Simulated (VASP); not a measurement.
The system is MoS2.

```
CELL_PARAMETERS angstrom
3.14773 0.00000 0.00000
-1.57387 2.72601 0.00000
0.00000 0.00000 12.24129
ATOMIC_POSITIONS crystal
Mo 0.66667 0.33333 0.75000
Mo 0.33333 0.66667 0.25000
S 0.66667 0.33333 0.37700
S 0.33333 0.66667 0.87700
S 0.66667 0.33333 0.12300
S 0.33333 0.66667 0.62300
```

Base run:

| Item | Value |
| --- | --- |
| Program | VASP 6.6.1 |
| Functional | PBE |
| Potentials or basis | VASP PAW PBE potentials, release 64 (Mo_sv, S) |
| Cutoff | 520 eV |
| k mesh | 10 × 10 × 3 |
| Occupations | fermi-dirac, width 0.05 eV |
| Spin | no spin polarisation |

Its results: band gap on the k mesh 0.92 eV, indirect (least direct gap 1.92 eV); pressure 5.0 GPa; largest force 0.250 eV/Å.

**Question.** The run is repeated on the same cell with these changes: functional from PBE to PBEsol. What comes out?

**Answer.** Band gap on the k mesh 0.88 eV, indirect (least direct gap 1.92 eV); pressure 0.1 GPa; largest force 0.015 eV/Å.

PBEsol binds more tightly than PBE, so the same cell stands under less pressure.

Caveats: this functional lacks dispersion, which binds the layers, so the pressure and a relaxed spacing across them are unreliable; the PAW data sets were made with another functional, which shifts forces and pressure a little (some runs).

A k mesh can miss the band edges.
